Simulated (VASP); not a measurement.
# SiC (P6_3mc) in VASP: notebook

Runs on SiC. Level: PBE. Tasks: single point.

Everything below comes from runs of VASP 6.6.1. Logs are shortened: lines on timing, memory, paths and dates and some standing lists are left out, and cuts for length are marked.

## (1) The cell of the first run

It takes space group P6_3mc (No. 186, hexagonal). The conventional cell has a = 3.094 Å, b = 3.094 Å, c = 10.129 Å, α = 90.00°, β = 90.00°, γ = 120.00°. Si (site symmetry 3m) has 4 C at 1.90 Å within 2.5 Å. Si (site symmetry 3m) has 4 C at 1.89 to 1.90 Å within 2.5 Å. C (site symmetry 3m) has 4 Si at 1.89 to 1.90 Å within 2.5 Å. Within 2.5 Å of C (site symmetry 3m) lie 4 Si at 1.90 Å.

## (2) Single point, PBE

INCAR

```
ALGO     = Normal         # electronic algorithm
EDIFF    = 1E-6           # SCF threshold, eV
ENCUT    = 520            # plane-wave cutoff, eV
GGA      = PE             # functional
ISIF     = 2              # what is computed and relaxed
ISMEAR   = 0              # smearing method
LASPH    = T              # aspherical terms in the spheres
LCHARG   = F              # write CHGCAR
LREAL    = Auto         
LWAVE    = F              # write WAVECAR
NBANDS   = 86             # bands
NELM     = 80             # most SCF steps
PREC     = Accurate       # precision mode
SIGMA    = 0.01           # smearing width, eV
```

KPOINTS

```
k-points
0
Gamma
  2 2 2
```

POSCAR

```
SiC
1.0
    6.1882403622     -0.0000000001      0.0000000000
   -3.0941201812     -5.3591733584      0.0000000000
    0.0000000000      0.0000000000    -10.1293391982
Si C
16 16
Direct
    0.1666666667      0.3333333333      0.0621558122
    0.6666666667      0.3333333333      0.0621558122
    0.1666666667      0.8333333333      0.0621558122
    0.6666666667      0.8333333333      0.0621558122
    0.8333333333      0.1666666667      0.5621558122
    0.3333333333      0.1666666667      0.5621558122
    0.8333333333      0.6666666667      0.5621558122
    0.3333333333      0.6666666667      0.5621558122
    0.0000000000      0.5000000000      0.3121004435
    0.5000000000      0.5000000000      0.3121004435
    0.0000000000      1.0000000000      0.3121004435
    0.5000000000      1.0000000000      0.3121004435
    0.0000000000      0.5000000000      0.8121004435
    0.5000000000      0.5000000000      0.8121004435
    0.0000000000      1.0000000000      0.8121004435
    0.5000000000      1.0000000000      0.8121004435
    0.1666666667      0.3333333333      0.2501925542
    0.6666666667      0.3333333333      0.2501925542
    0.1666666667      0.8333333333      0.2501925542
    0.6666666667      0.8333333333      0.2501925542
    0.8333333333      0.1666666667      0.7501925542
    0.3333333333      0.1666666667      0.7501925542
    0.8333333333      0.6666666667      0.7501925542
    0.3333333333      0.6666666667      0.7501925542
    0.0000000000      0.0000000000      0.4995521901
    0.5000000000      0.0000000000      0.4995521901
    0.0000000000      0.5000000000      0.4995521901
    0.5000000000      0.5000000000      0.4995521901
    0.0000000000      0.0000000000      0.9995521901
    0.5000000000      0.0000000000      0.9995521901
    0.0000000000      0.5000000000      0.9995521901
    0.5000000000      0.5000000000      0.9995521901
```

Potentials or basis: VASP PAW PBE potentials, release 64 (Si, C).

On the command line:

```console
> cat potpaw_PBE.64/Si/POTCAR potpaw_PBE.64/C/POTCAR > POTCAR
> mpirun -np 1 vasp_std > vasp.out
```

OUTCAR:

```text
EDIFF = 1E-6
   ENCUT = 520
   GGA = PE
   ISIF = 2
   ISMEAR = 0
   LASPH = T
   LREAL = Auto
   NELM = 80
   PREC = Accurate

 ion  position               nearest neighbor table
   1  0.167  0.333  0.062-  32 1.90  29 1.90  31 1.90  17 1.90   2 3.09   2 3.09   4 3.09   4 3.09
                             3 3.09   3 3.09  10 3.10  11 3.10   9 3.10  14 3.10  15 3.10  13 3.10
   2  0.667  0.333  0.062-  31 1.90  30 1.90  32 1.90  18 1.90   1 3.09   1 3.09   3 3.09   3 3.09
                             4 3.09   4 3.09   9 3.10  12 3.10  10 3.10  13 3.10  16 3.10  14 3.10
   3  0.167  0.833  0.062-  30 1.90  31 1.90  29 1.90  19 1.90   4 3.09   4 3.09   2 3.09   2 3.09
                             1 3.09   1 3.09  12 3.10   9 3.10  11 3.10  16 3.10  13 3.10  15 3.10
   4  0.667  0.833  0.062-  29 1.90  32 1.90  30 1.90  20 1.90   3 3.09   3 3.09   1 3.09   1 3.09
                             2 3.09   2 3.09  11 3.10  10 3.10  12 3.10  15 3.10  14 3.10  16 3.10
   5  0.833  0.167  0.562-  26 1.90  27 1.90  25 1.90  21 1.90   6 3.09   6 3.09   8 3.09   8 3.09
                             7 3.09   7 3.09  16 3.10  13 3.10  15 3.10  12 3.10   9 3.10  11 3.10
   6  0.333  0.167  0.562-  25 1.90  28 1.90  26 1.90  22 1.90   5 3.09   5 3.09   7 3.09   7 3.09
                             8 3.09   8 3.09  15 3.10  14 3.10  16 3.10  11 3.10  10 3.10  12 3.10
   7  0.833  0.667  0.562-  28 1.90  25 1.90  27 1.90  23 1.90   8 3.09   8 3.09   6 3.09   6 3.09
                             5 3.09   5 3.09  14 3.10  15 3.10  13 3.10  10 3.10  11 3.10   9 3.10
   8  0.333  0.667  0.562-  27 1.90  26 1.90  28 1.90  24 1.90   7 3.09   7 3.09   5 3.09   5 3.09
                             6 3.09   6 3.09  13 3.10  16 3.10  14 3.10   9 3.10  12 3.10  10 3.10
   9  0.000  0.500  0.312-  18 1.89  19 1.89  17 1.89  27 1.90  10 3.09  10 3.09  12 3.09  12 3.09
[... 38 lines left out ...]
 A1 = (   6.1882403622,  -0.0000000001,   0.0000000000)
 A2 = (  -3.0941201812,  -5.3591733584,   0.0000000000)
 A3 = (   0.0000000000,   0.0000000000, -10.1293391982)

Analysis of symmetry for initial positions (statically):
=====================================================================
 Subroutine PRICEL returns following result:

  LATTYP: Found a hexagonal cell.
 ALAT       =     3.0941201811
 C/A-ratio  =     3.2737381244

  Lattice vectors:

 A1 = (   3.0941201811,  -0.0000000001,   0.0000000000)
 A2 = (  -1.5470600906,  -2.6795866792,   0.0000000000)
 A3 = (   0.0000000000,   0.0000000000, -10.1293391982)

   4 primitive cells build up your supercell.

 Routine SETGRP: Setting up the symmetry group for a
 hexagonal supercell.

 Subroutine GETGRP returns: Found 12 space group operations
 (whereof  6 operations were pure point group operations)
 out of a pool of 24 trial point group operations.

The static configuration has the point symmetry C_3v.
 The point group associated with its full space group is C_6v.

Analysis of symmetry for dynamics (positions and initial velocities):
=====================================================================
 Subroutine PRICEL returns following result:

  LATTYP: Found a hexagonal cell.
 ALAT       =     3.0941201811
 C/A-ratio  =     3.2737381244

  Lattice vectors:

 A1 = (   3.0941201811,  -0.0000000001,   0.0000000000)
 A2 = (  -1.5470600906,  -2.6795866792,   0.0000000000)
 A3 = (   0.0000000000,   0.0000000000, -10.1293391982)

   4 primitive cells build up your supercell.

 Routine SETGRP: Setting up the symmetry group for a
 hexagonal supercell.

 Subroutine GETGRP returns: Found 12 space group operations
 (whereof  6 operations were pure point group operations)
 out of a pool of 24 trial point group operations.

The dynamic configuration has the point symmetry C_3v.
 The point group associated with its full space group is C_6v.

 Subroutine INISYM returns: Found 12 space group operations
 (whereof  6 operations are pure point group operations),
 and found     4 'primitive' translations

----------------------------------------------------------------------------------------

                                     Primitive cell

  volume of cell :      83.9820

  direct lattice vectors                    reciprocal lattice vectors
     3.094120181 -0.000000000  0.000000000     0.323193652 -0.186595942  0.000000000
[... 23 lines left out ...]
                 6          22
                 7          27
                 8          31

----------------------------------------------------------------------------------------

 KPOINTS: k-points

Automatic generation of k-mesh.
 Grid dimensions read from file:
 generate k-points for:    2    2    2

 Generating k-lattice:

  Cartesian coordinates                     Fractional coordinates (reciprocal lattice)
     0.080798413 -0.046648985  0.000000000     0.500000000  0.000000000  0.000000000
    -0.000000000 -0.093297971  0.000000000    -0.000000000  0.500000000  0.000000000
     0.000000000  0.000000000 -0.049361562     0.000000000  0.000000000  0.500000000

  Length of vectors
     0.093297971  0.093297971  0.049361562

  Shift w.r.t. Gamma in fractional coordinates (k-lattice)
     0.000000000  0.000000000  0.000000000

 Subroutine IBZKPT returns following result:
 ===========================================

 Found      4 irreducible k-points:

 Following reciprocal coordinates:
            Coordinates               Weight
  0.000000  0.000000  0.000000      1.000000
  0.500000  0.000000  0.000000      3.000000
  0.000000  0.000000  0.500000      1.000000
  0.500000  0.000000  0.500000      3.000000
   k-points           NKPTS =      4   k-points in BZ     NKDIM =      4   number of bands    NBANDS=     86
   number of dos      NEDOS =    301   number of ions     NIONS =     32
   total plane-waves  NPLWV = 184320
   dimension x,y,z NGX =    48 NGY =   48 NGZ =   80
   dimension x,y,z NGXF=    96 NGYF=   96 NGZF=  160
   ions per type =              16  16
   NGX,Y,Z   is equivalent  to a cutoff of  12.90, 12.90, 13.13 a.u.
   NGXF,Y,Z  is equivalent  to a cutoff of  25.79, 25.79, 26.26 a.u.
 SYSTEM =  unknown system
   PREC   = accura    normal or accurate (medium, high low for compatibility)
   ISTART =      0    job   : 0-new  1-cont  2-samecut
   ICHARG =      2    charge: 1-file 2-atom 10-const
   ISPIN  =      1    spin polarized calculation?
   LNONCOLLINEAR =      F non collinear calculations
   LSORBIT =      F    spin-orbit coupling
   LASPH  =      T    aspherical Exc in radial PAW
   ENCUT  =  520.0 eV  38.22 Ry    6.18 a.u.  11.51 11.51 18.83*2*pi/ulx,y,z
   NELM   =     80;   NELMIN=  2; NELMDL= -5     # of ELM steps
   EDIFF  = 0.1E-05   stopping-criterion for ELM
   LREAL  =      T    real-space projection
   EDIFFG = 0.1E-04   stopping-criterion for IOM
   NSW    =      0    number of steps for IOM
   IBRION =     -1    ionic relax: 0-MD 1-quasi-New 2-CG
   NFREE  =      0    steps in history (QN), initial steepest desc. (CG)
   ISIF   =      2    stress and relaxation
   ISYM   =      2    0-nonsym 1-usesym 2-fastsym
   POTIM  = 0.5000    time-step for ionic-motion
   TEBEG  =    0.0;   TEEND  =   0.0 temperature during run
   PSTRESS=    0.0 pullay stress
   NELECT =     128.0000    total number of electrons
   NUPDOWN=      -1.0000    fix difference up-down
   EMIN   =  10.00;   EMAX   =-10.00  energy-range for DOS
   EFERMI =   0.00;   METHOD = LEGACY
   ISMEAR =     0;   SIGMA  =   0.01  broadening in eV -4-tet -1-fermi 0-gaus
   EFERMI_NEDOS =   21; number of points for ismear=-14 and -15
   IALGO  =     38    algorithm
   IMIX   =      4    mixing-type and parameters
     AMIX     =   0.40;   BMIX     =  1.00
     AMIX_MAG =   1.60;   BMIX_MAG =  1.00
  volume/ion in A,a.u.               =      10.50        70.84
  Fermi-wavevector in a.u.,A,eV,Ry     =   1.186851  2.242823 19.165368  1.408615
  Thomas-Fermi vector in A             =   2.323015
   LORBIT       =      0    0 simple, 1 ext, 2 COOP (PROOUT), +10 PAW based schemes
   GGA     = PE    functional components
   LHFCALC =     F    Hartree Fock is set to
   AEXX    =    0.0000 exact exchange contribution
   IVDW    =     0    specifies the selected vdW correction
   LEPSILON=     F    determine dielectric tensor
   LRPA    =     F    only Hartree local field effects (RPA)
 non-spin polarized calculation
 Gauss-broadening in eV      SIGMA  =   0.01
  energy-cutoff  :      520.00
  volume of cell :      335.93
 maximum number of plane-waves:      9074
 NGX is ok and might be reduce to    48
   NGX = 23   NGY = 23   NGZ = 37

 number of electron     128.0000004 magnetization

 Free energy of the ion-electron system (eV)
  ---------------------------------------------------
  ext. energy  EPLUGINS =         0.00000000
  ---------------------------------------------------
  free energy    TOTEN  =      -239.98432508 eV

  energy without entropy =     -239.98432508  energy(sigma->0) =     -239.98432508

 E-fermi :   8.0944     XC(G=0): -11.2815

 val. band max:        8.0419942213   @ k =   0.0000   0.0000   0.0000
 cond. band min:      10.2425307721   @ k =   0.0000   0.0000   0.0000
 fundamental gap:      2.2005365509
 Fermi energy:         8.0943650514

 k-point     1 :       0.0000    0.0000    0.0000
  band No.  band energies     occupation
      1      -7.3382      2.00000
      2      -6.1750      2.00000
      3      -6.1372      2.00000
      4      -3.9660      2.00000
      5      -3.9660      2.00000
      6      -3.9660      2.00000
[... 305 lines left out ...]
     75      13.5112      0.00000
     76      13.5112      0.00000
 [bands above 76 left out]

------------------------ aborting loop because EDIFF is reached ----------------------------------------

  FORCE on cell =-STRESS in cart. coord.  units (eV):
  Direction    XX          YY          ZZ          XY          YZ          ZX
  --------------------------------------------------------------------------------------
  -------------------------------------------------------------------------------------
  Total        1.1456631      1.1456631     -1.5799480      0.0000000      0.0000000      0.0000000
  in kB        5.4641350      5.4641350     -7.5354166      0.0000000      0.0000000      0.0000000
  external PRESSURE =       1.1309511 kB  Pullay stress =       0.0000000 kB

 VOLUME and BASIS-vectors are now :
 -----------------------------------------------------------------------------
  energy-cutoff  :      520.00
  volume of cell :      335.93
      direct lattice vectors                 reciprocal lattice vectors
     6.188240362 -0.000000000  0.000000000     0.161596826 -0.093297971  0.000000000
    -3.094120181 -5.359173358  0.000000000    -0.000000000 -0.186595942  0.000000000
     0.000000000  0.000000000-10.129339198     0.000000000  0.000000000 -0.098723123

 POSITION                                       TOTAL-FORCE (eV/Angst)
 -----------------------------------------------------------------------------------
      0.00000     -1.78639     -0.62960        -0.000000     -0.000000      0.037516
      3.09412     -1.78639     -0.62960        -0.000000      0.000000      0.037516
     -1.54706     -4.46598     -0.62960        -0.000000     -0.000000      0.037516
      1.54706     -4.46598     -0.62960        -0.000000     -0.000000      0.037516
      4.64118     -0.89320     -5.69427         0.000000      0.000000      0.037516
      1.54706     -0.89320     -5.69427         0.000000      0.000000      0.037516
[... 24 lines left out ...]
     -1.54706     -2.67959    -10.12480         0.000000      0.000000     -0.034698
      1.54706     -2.67959    -10.12480         0.000000      0.000000     -0.034698
 -----------------------------------------------------------------------------------
    total drift:                               -0.000000      0.000000      0.029285

  FREE ENERGIE OF THE ION-ELECTRON SYSTEM (eV)
  ---------------------------------------------------
  free  energy   TOTEN  =      -239.9843250765 eV

  energy  without entropy=     -239.9843250765  energy(sigma->0) =     -239.98432508
```

Wall time 3.6 min (1 thread of Intel Xeon Platinum 8259CL at 2.50GHz (Skylake/Cascade Lake), shared host); peak memory 0.43 GiB.

Results:

| Item | Value |
| --- | --- |
| Free energy | -239.9843 eV |
| Pressure | 0.1 GPa |
| Largest force | 0.038 eV/Å |
| Band gap on the k mesh | 2.20 eV |

Forces on the atoms (eV/Å):
```
Si   0.000  0.000  0.038
Si   0.000  0.000  0.038
Si   0.000  0.000  0.038
Si   0.000  0.000  0.038
Si   0.000  0.000  0.038
Si   0.000  0.000  0.038
Si   0.000  0.000  0.038
Si   0.000  0.000  0.038
Si   0.000  0.000  0.035
Si   0.000  0.000  0.035
Si   0.000  0.000  0.035
Si   0.000  0.000  0.035
Si   0.000  0.000  0.035
Si   0.000  0.000  0.035
Si   0.000  0.000  0.035
Si   0.000  0.000  0.035
C    0.000  0.000 -0.038
C    0.000  0.000 -0.038
C    0.000  0.000 -0.038
C    0.000  0.000 -0.038
C    0.000  0.000 -0.038
C    0.000  0.000 -0.038
C    0.000  0.000 -0.038
C    0.000  0.000 -0.038
C    0.000  0.000 -0.035
C    0.000  0.000 -0.035
C    0.000  0.000 -0.035
C    0.000  0.000 -0.035
C    0.000  0.000 -0.035
C    0.000  0.000 -0.035
C    0.000  0.000 -0.035
C    0.000  0.000 -0.035
```

Caveat: the k points lie up to 0.59 Å⁻¹ apart. Expect the measured gap to be larger: semilocal functionals such as PBE lack the derivative discontinuity.

## (3) Single point, PBE (volume scaled by 0.88, then relaxed in part)

INCAR

```
SYSTEM = SiC
ALGO = Normal ; EDIFF = 1E-6
ENCUT = 520 ; GGA = PE
ISIF = 2 ; ISMEAR = 0
LASPH = .True. ; LCHARG = .True.
LELF = .True. ; LREAL = .False.
LVHAR = .True. ; LWAVE = .False.
NBANDS = 26 ; NELM = 60
PREC = Accurate ; SIGMA = 0.02
```

KPOINTS

```
k-points
0
Gamma
  12 12 4
  0 0 0
```

POSCAR

```
SiC
1.0
    2.9657897871      0.0000000000      0.0000000000
   -1.4828948936      2.5684492980      0.0000000000
    0.0000000000      0.0000000000      9.7019138275
Si C
4 4
Direct
    0.6666666667      0.3333333333      0.9377876513
    0.3333333333      0.6666666667      0.4377876513
    0.0000000000      0.0000000000      0.6879846288
    0.0000000000      0.0000000000      0.1879846288
    0.6666666667      0.3333333333      0.7498077474
    0.3333333333      0.6666666667      0.2498077474
    0.0000000000      0.0000000000      0.5004189727
    0.0000000000      0.0000000000      0.0004189727
```

Potentials or basis: VASP PAW PBE potentials, release 64 (Si, C).

On the command line:

```console
> cat potpaw_PBE.64/Si/POTCAR potpaw_PBE.64/C/POTCAR > POTCAR
> mpirun -np 1 vasp_std > vasp.out
```

It used 68 s of CPU time on 1 thread of Intel Xeon 6975P-C, with other jobs on the host.

The run converged. Its results:

| Quantity | Value |
| --- | --- |
| Free energy | -59.2616 eV |
| Pressure | 34.8 GPa |
| Largest force | 0.008 eV/Å |
| Band gap on the k mesh | 2.24 eV, indirect (least direct gap 3.38 eV) |

Forces on the atoms (eV/Å):
```
Si   0.000  0.000 -0.008
Si   0.000  0.000 -0.008
Si   0.000  0.000  0.000
Si   0.000  0.000  0.000
C    0.000  0.000  0.006
C    0.000  0.000  0.006
C    0.000  0.000  0.003
C    0.000  0.000  0.003
```

Levels at points of the mesh, in eV from the valence-band top:
```
           k point  band 14  band 15  band 16  band 17  band 18  band 19
(0.00, 0.00, 0.00)    -0.05     0.00     0.00     6.09     6.66     7.34
(0.50, 0.00, 0.00)    -2.32    -1.65    -1.14     2.24     2.45     4.55
(0.00, 0.00, 0.50)    -0.21    -0.21    -0.21     6.30     6.30     7.72
(0.50, 0.00, 0.50)    -2.65    -1.62    -1.62     2.71     2.71     4.49
```

 A k mesh can miss the band edges.

(Part 1 of 2 ends here.)
